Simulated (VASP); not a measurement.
# WC (Fm-3m) in VASP: notebook

The runs below take WC through single point, with LDA.

Everything below comes from runs of VASP 6.6.1. Logs are shortened: lines on timing, memory, paths and dates and some standing lists are left out, and cuts for length are marked.

## 1. The cell of the first run

The structure is cubic, space group Fm-3m (No. 225). The conventional cell has a = 4.306 Å, b = 4.306 Å, c = 4.306 Å, α = 90.00°, β = 90.00°, γ = 90.00°. Within 2.8 Å of W (site symmetry m-3m) lie 6 C at 2.15 Å. C (site symmetry m-3m) has 6 W at 2.15 Å within 2.8 Å.

## 2. Single point, LDA

File INCAR:

```
SYSTEM = WC
PREC = Accurate ; ENCUT = 520
EDIFF = 1E-7 ; ISMEAR = -1
SIGMA = 0.1 ; LREAL = .FALSE.
LASPH = .TRUE. ; NELM = 80
ALGO = Normal ; ISIF = 2
LWAVE = .FALSE. ; LCHARG = .FALSE.
NBANDS = 16
```

File KPOINTS:

```
regular mesh
0
G
  11 11 11
  0 0 0
```

File POSCAR:

```
WC
1.0
    0.0000000000      2.1529886616      2.1529886616
    2.1529886616      0.0000000000      2.1529886616
    2.1529886616      2.1529886616      0.0000000000
W C
1 1
Direct
    0.0000000000      0.0000000000      0.0000000000
    0.5000000000      0.5000000000      0.5000000000
```

Potentials or basis: VASP PAW LDA potentials, release 64 (W_sv, C).

The run is started by

```console
$ cat potpaw_LDA.64/W_sv/POTCAR potpaw_LDA.64/C/POTCAR > POTCAR
$ mpirun -np 1 vasp_std > vasp.out
```

OUTCAR:

```text
SYSTEM = WC
   PREC = Accurate
   ENCUT = 520
   EDIFF = 1E-7
   ISMEAR = -1
   LREAL = .FALSE.
   LASPH = .TRUE.
   NELM = 80
   ISIF = 2

 ion  position               nearest neighbor table
   1  0.000  0.000  0.000-   2 2.15   2 2.15   2 2.15   2 2.15   2 2.15   2 2.15
   2  0.500  0.500  0.500-   1 2.15   1 2.15   1 2.15   1 2.15   1 2.15   1 2.15

  LATTYP: Found a face centered cubic cell.
 ALAT       =     4.3059773232

  Lattice vectors:

 A1 = (   0.0000000000,   2.1529886616,   2.1529886616)
 A2 = (   2.1529886616,   0.0000000000,   2.1529886616)
 A3 = (   2.1529886616,   2.1529886616,   0.0000000000)

Analysis of symmetry for initial positions (statically):
=====================================================================
 Subroutine PRICEL returns:
 Original cell was already a primitive cell.

 Routine SETGRP: Setting up the symmetry group for a
 face centered cubic supercell.

 Subroutine GETGRP returns: Found 48 space group operations
[... 9 lines left out ...]

 Routine SETGRP: Setting up the symmetry group for a
 face centered cubic supercell.

 Subroutine GETGRP returns: Found 48 space group operations
[... 11 lines left out ...]
                                     Primitive cell

  volume of cell :      19.9598

  direct lattice vectors                    reciprocal lattice vectors
     0.000000000  2.152988662  2.152988662    -0.232235315  0.232235315  0.232235315
     2.152988662  0.000000000  2.152988662     0.232235315 -0.232235315  0.232235315
     2.152988662  2.152988662  0.000000000     0.232235315  0.232235315 -0.232235315

  length of vectors
     3.044785765  3.044785765  3.044785765     0.402243365  0.402243365  0.402243365

  position of ions in fractional coordinates (direct lattice)
     0.000000000  0.000000000  0.000000000
     0.500000000  0.500000000  0.500000000

  ion indices of the primitive-cell ions
   primitive index   ion index
                 1           1
                 2           2

----------------------------------------------------------------------------------------

 KPOINTS: regular mesh

Automatic generation of k-mesh.
 Grid dimensions read from file:
 generate k-points for:   11   11   11

 Generating k-lattice:

  Cartesian coordinates                     Fractional coordinates (reciprocal lattice)
    -0.021112301  0.021112301  0.021112301     0.090909091  0.000000000  0.000000000
     0.021112301 -0.021112301  0.021112301     0.000000000  0.090909091  0.000000000
     0.021112301  0.021112301 -0.021112301     0.000000000  0.000000000  0.090909091

  Length of vectors
     0.036567579  0.036567579  0.036567579

  Shift w.r.t. Gamma in fractional coordinates (k-lattice)
     0.000000000  0.000000000  0.000000000

 Subroutine IBZKPT returns following result:
 ===========================================

 Found     56 irreducible k-points:

 Following reciprocal coordinates:
            Coordinates               Weight
  0.000000  0.000000  0.000000      1.000000
  0.090909  0.000000  0.000000      8.000000
  0.181818  0.000000  0.000000      8.000000
  0.272727  0.000000  0.000000      8.000000
  0.363636  0.000000  0.000000      8.000000
  0.454545  0.000000  0.000000      8.000000
[... 16 lines left out ...]
 -0.272727  0.181818  0.000000     24.000000
 -0.181818  0.181818  0.000000     12.000000
 [... further k-points ...]
   k-points           NKPTS =     56   k-points in BZ     NKDIM =     56   number of bands    NBANDS=     16
   number of dos      NEDOS =    301   number of ions     NIONS =      2
   total plane-waves  NPLWV =  13824
   dimension x,y,z NGX =    24 NGY =   24 NGZ =   24
   dimension x,y,z NGXF=    48 NGYF=   48 NGZF=   48
   ions per type =               1   1
   NGX,Y,Z   is equivalent  to a cutoff of  13.10, 13.10, 13.10 a.u.
   NGXF,Y,Z  is equivalent  to a cutoff of  26.21, 26.21, 26.21 a.u.
 SYSTEM =  WC
   PREC   = accura    normal or accurate (medium, high low for compatibility)
   ISTART =      0    job   : 0-new  1-cont  2-samecut
   ICHARG =      2    charge: 1-file 2-atom 10-const
   ISPIN  =      1    spin polarized calculation?
   LNONCOLLINEAR =      F non collinear calculations
   LSORBIT =      F    spin-orbit coupling
   LASPH  =      T    aspherical Exc in radial PAW
   ENCUT  =  520.0 eV  38.22 Ry    6.18 a.u.   5.66  5.66  5.66*2*pi/ulx,y,z
   NELM   =     80;   NELMIN=  2; NELMDL= -5     # of ELM steps
   EDIFF  = 0.1E-06   stopping-criterion for ELM
   LREAL  =      F    real-space projection
   EDIFFG = 0.1E-05   stopping-criterion for IOM
   NSW    =      0    number of steps for IOM
   IBRION =     -1    ionic relax: 0-MD 1-quasi-New 2-CG
   NFREE  =      0    steps in history (QN), initial steepest desc. (CG)
   ISIF   =      2    stress and relaxation
   ISYM   =      2    0-nonsym 1-usesym 2-fastsym
   POTIM  = 0.5000    time-step for ionic-motion
   TEBEG  =    0.0;   TEEND  =   0.0 temperature during run
   PSTRESS=    0.0 pullay stress
   NELECT =      18.0000    total number of electrons
   NUPDOWN=      -1.0000    fix difference up-down
   EMIN   =  10.00;   EMAX   =-10.00  energy-range for DOS
   EFERMI =   0.00;   METHOD = LEGACY
   ISMEAR =    -1;   SIGMA  =   0.10  broadening in eV -4-tet -1-fermi 0-gaus
   EFERMI_NEDOS =   21; number of points for ismear=-14 and -15
   IALGO  =     38    algorithm
   IMIX   =      4    mixing-type and parameters
     AMIX     =   0.40;   BMIX     =  1.00
     AMIX_MAG =   1.60;   BMIX_MAG =  1.00
  volume/ion in A,a.u.               =       9.98        67.35
  Fermi-wavevector in a.u.,A,eV,Ry     =   1.581663  2.988909 34.037117  2.501657
  Thomas-Fermi vector in A             =   2.681704
   LORBIT       =      0    0 simple, 1 ext, 2 COOP (PROOUT), +10 PAW based schemes
   GGA     = CA    functional components
   LHFCALC =     F    Hartree Fock is set to
   AEXX    =    0.0000 exact exchange contribution
   IVDW    =     0    specifies the selected vdW correction
   LEPSILON=     F    determine dielectric tensor
   LRPA    =     F    only Hartree local field effects (RPA)
 non-spin polarized calculation
  energy-cutoff  :      520.00
  volume of cell :       19.96
 maximum number of plane-waves:       550
   NGX = 11   NGY = 11   NGZ = 11

 number of electron      17.9999999 magnetization

 Free energy of the ion-electron system (eV)
  ---------------------------------------------------
  ext. energy  EPLUGINS =         0.00000000
  ---------------------------------------------------
  free energy    TOTEN  =       -23.80719546 eV

  energy without entropy =      -23.76799839  energy(sigma->0) =      -23.78759692

 E-fermi :  13.1395     XC(G=0): -14.1974

 val. band max:       13.1318786649   @ k =  -0.2727   0.4545   0.1818
 cond. band min:      13.1522800510   @ k =   0.2727   0.2727   0.0000
 fundamental gap:      0.0204013861
 Fermi energy:        13.1395432833

 k-point     1 :       0.0000    0.0000    0.0000
  band No.  band energies     occupation
      1     -61.7782      2.00000
      2     -26.0240      2.00000
      3     -26.0240      2.00000
      4     -26.0240      2.00000
      5      -2.9452      2.00000
      6      10.1790      2.00000
[... 8 lines left out ...]
     15      22.8126      0.00000
     16      37.5340      0.00000

 k-point     2 :       0.0909    0.0000    0.0000
  band No.  band energies     occupation
      1     -61.7742      2.00000
      2     -26.0854      2.00000
      3     -26.0304      2.00000
      4     -26.0304      2.00000
      5      -2.6941      2.00000
      6       9.3900      2.00000
[... 8 lines left out ...]
     15      23.3967      0.00000
     16      35.1006      0.00000

 k-point     3 :       0.1818    0.0000    0.0000
  band No.  band energies     occupation
      1     -61.7635      2.00000
      2     -26.2473      2.00000
      3     -26.0475      2.00000
      4     -26.0475      2.00000
      5      -1.9809      2.00000
      6       7.9017      2.00000
[... 8 lines left out ...]
     15      24.8212      0.00000
     16      32.0906      0.00000

 k-point     4 :       0.2727    0.0000    0.0000
  band No.  band energies     occupation
      1     -61.7495      2.00000
      2     -26.4532      2.00000
      3     -26.0698      2.00000
      4     -26.0698      2.00000
      5      -0.9129      2.00000
      6       6.3078      2.00000
[... 8 lines left out ...]
     15      26.0109      0.00000
     16      30.1595      0.00000

 k-point     5 :       0.3636    0.0000    0.0000
  band No.  band energies     occupation
      1     -61.7366      2.00000
      2     -26.6368      2.00000
      3     -26.0901      2.00000
      4     -26.0901      2.00000
      5       0.3680      2.00000
      6       4.7696      2.00000
[... 8 lines left out ...]
     15      26.9331      0.00000
     16      27.4149      0.00000

 k-point     6 :       0.4545    0.0000    0.0000
  band No.  band energies     occupation
      1     -61.7290      2.00000
      2     -26.7435      2.00000
      3     -26.1022      2.00000
      4     -26.1022      2.00000
      5       1.6967      2.00000
      6       3.3535      2.00000
[... 8 lines left out ...]
     15      25.5969      0.00000
     16      25.5969      0.00000

 k-point     7 :       0.0909    0.0909    0.0000
  band No.  band energies     occupation
      1     -61.7729      2.00000
      2     -26.0811      2.00000
      3     -26.0449      2.00000
      4     -26.0449      2.00000
      5      -2.6157      2.00000
      6       9.1677      2.00000
[... 8 lines left out ...]
     15      23.5912      0.00000
     16      34.9646      0.00000

 k-point     8 :       0.1818    0.0909    0.0000
  band No.  band energies     occupation
      1     -61.7644      2.00000
      2     -26.2015      2.00000
      3     -26.0688      2.00000
      4     -26.0559      2.00000
      5      -2.0739      2.00000
      6       7.7616      2.00000
[... 8 lines left out ...]
     15      24.7632      0.00000
     16      32.1437      0.00000

 k-point     9 :       0.2727    0.0909    0.0000
  band No.  band energies     occupation
      1     -61.7515      2.00000
      2     -26.3883      2.00000
      3     -26.0944      2.00000
      4     -26.0754      2.00000
      5      -1.1575      2.00000
      6       6.4151      2.00000
[... 8 lines left out ...]
     15      26.0226      0.00000
     16      29.7991      0.00000
[... 172 lines left out ...]
 k-point    19 :       0.3636    0.1818    0.0000
  band No.  band energies     occupation
      1     -61.7358      2.00000
      2     -26.5159      2.00000
      3     -26.1640      2.00000
      4     -26.1556      2.00000
      5      -0.2729      2.00000
      6       5.2908      2.00000
[... 8 lines left out ...]
     15      25.8775      0.00000
     16      28.4860      0.00000

 k-point    20 :       0.4545    0.1818    0.0000
  band No.  band energies     occupation
      1     -61.7260      2.00000
      2     -26.6342      2.00000
      3     -26.2095      2.00000
      4     -26.1614      2.00000
      5       0.5924      2.00000
      6       4.5897      2.00000
[... 8 lines left out ...]
     15      25.0719      0.00000
     16      27.4764      0.00000

 k-point    21 :      -0.4545    0.1818    0.0000
  band No.  band energies     occupation
      1     -61.7217      2.00000
      2     -26.6812      2.00000
      3     -26.2496      2.00000
      4     -26.1486      2.00000
      5       1.2350      2.00000
      6       3.9892      2.00000
[... 8 lines left out ...]
     15      25.6458      0.00000
     16      27.2599      0.00000

 k-point    22 :      -0.3636    0.1818    0.0000
  band No.  band energies     occupation
      1     -61.7242      2.00000
      2     -26.6473      2.00000
      3     -26.2678      2.00000
      4     -26.1212      2.00000
      5       1.1588      2.00000
      6       4.0272      2.00000
[... 8 lines left out ...]
     15      26.0652      0.00000
     16      26.9127      0.00000

 k-point    23 :      -0.2727    0.1818    0.0000
  band No.  band energies     occupation
      1     -61.7329      2.00000
      2     -26.5500      2.00000
      3     -26.2502      2.00000
      4     -26.0878      2.00000
      5       0.3437      2.00000
      6       4.8419      2.00000
[... 8 lines left out ...]
     15      26.3181      0.00000
     16      27.0147      0.00000

 k-point    24 :      -0.1818    0.1818    0.0000
  band No.  band energies     occupation
      1     -61.7448      2.00000
      2     -26.4300      2.00000
      3     -26.1901      2.00000
      4     -26.0589      2.00000
      5      -0.6451      2.00000
      6       5.9848      2.00000
[... 8 lines left out ...]
     15      26.3692      0.00000
     16      27.4963      0.00000

 [... further k-points ...]
[... 5 lines left out ...]
  --------------------------------------------------------------------------------------
  -------------------------------------------------------------------------------------
  Total        0.9475435      0.9475435      0.9475435      0.0000000      0.0000000      0.0000000
  in kB       76.0596877     76.0596877     76.0596877      0.0000000      0.0000000      0.0000000
  external PRESSURE =      76.0596877 kB  Pullay stress =       0.0000000 kB

 VOLUME and BASIS-vectors are now :
 -----------------------------------------------------------------------------
  energy-cutoff  :      520.00
  volume of cell :       19.96
      direct lattice vectors                 reciprocal lattice vectors
     0.000000000  2.152988662  2.152988662    -0.232235315  0.232235315  0.232235315
     2.152988662  0.000000000  2.152988662     0.232235315 -0.232235315  0.232235315
     2.152988662  2.152988662  0.000000000     0.232235315  0.232235315 -0.232235315

 POSITION                                       TOTAL-FORCE (eV/Angst)
 -----------------------------------------------------------------------------------
      0.00000      0.00000      0.00000         0.000000     -0.000000      0.000000
      2.15299      2.15299      2.15299        -0.000000      0.000000     -0.000000
 -----------------------------------------------------------------------------------
    total drift:                                0.000000     -0.000000     -0.000000

  FREE ENERGIE OF THE ION-ELECTRON SYSTEM (eV)
  ---------------------------------------------------
  free  energy   TOTEN  =       -23.8071954581 eV

  energy  without entropy=      -23.7679983860  energy(sigma->0) =      -23.78759692
```

It took 8.3 s on 1 thread of Intel Xeon 6975P-C, shared host; peak memory 0.14 GiB.

What came out:

| Quantity | Value |
| --- | --- |
| Free energy | -23.8072 eV |
| Pressure | 7.6 GPa |
| Band gap on the k mesh | zero (band 9 reaches 14.17 eV, above the bottom of band 10 at 10.85 eV) |

Levels at points of the mesh, in eV from the Fermi level:
```
           k point  band 6  band 7  band 8  band 9  band 10  band 11  band 12  band 13
(0.00, 0.00, 0.00)   -2.96   -2.96   -2.96   -1.12    -1.12    -1.12    -1.02    -1.02
```

Caveat: spin-orbit coupling is left out, which moves the levels of the heavy elements.

## 3. Single point, LDA

This run uses another cell than the first one, of 10.26 Å³/atom, 1.028 times its volume.

File INCAR:

```
ALGO = Normal ; EDIFF = 1E-6
ENCUT = 520 ; GGA = CA
ISIF = 2 ; ISMEAR = -1
LASPH = True ; LCHARG = False
LREAL = False ; LWAVE = False
NBANDS = 16 ; NELM = 60
PREC = Accurate ; SIGMA = 0.1
```

File KPOINTS:

```
k-points
0
Gamma
  11 11 11
```

File POSCAR:

```
WC
1.0
    0.0000000000      2.1730176133      2.1730176133
    2.1730176133      0.0000000000      2.1730176133
    2.1730176133      2.1730176133      0.0000000000
W C
1 1
Direct
    0.0000000000      0.0000000000      0.0000000000
    0.5000000000      0.5000000000      0.5000000000
```

Potentials or basis: VASP PAW LDA potentials, release 64 (W_sv, C).

The run is started by

```console
$ cat potpaw_LDA.64/W_sv/POTCAR potpaw_LDA.64/C/POTCAR > POTCAR
$ mpirun -np 1 vasp_std > vasp.out
```

Wall time 8.6 s (1 thread of Intel Xeon 6975P-C, shared host); peak memory 0.14 GiB.

Results (log left out):

* Free energy: -23.8138 eV
* Pressure: -3.8 GPa
* Band gap on the k mesh: zero (band 9 reaches 13.67 eV, above the bottom of band 10 at 10.49 eV)

Levels at points of the mesh, in eV from the Fermi level:
| k point | band 6 | band 7 | band 8 | band 9 | band 10 | band 11 | band 12 | band 13 |
| --- | --- | --- | --- | --- | --- | --- | --- | --- |
| (0.00, 0.00, 0.00) | -2.85 | -2.85 | -2.85 | -1.06 | -1.06 | -1.06 | -0.99 | -0.99 |

Caveat: spin-orbit coupling is left out, which moves the levels of the heavy elements.
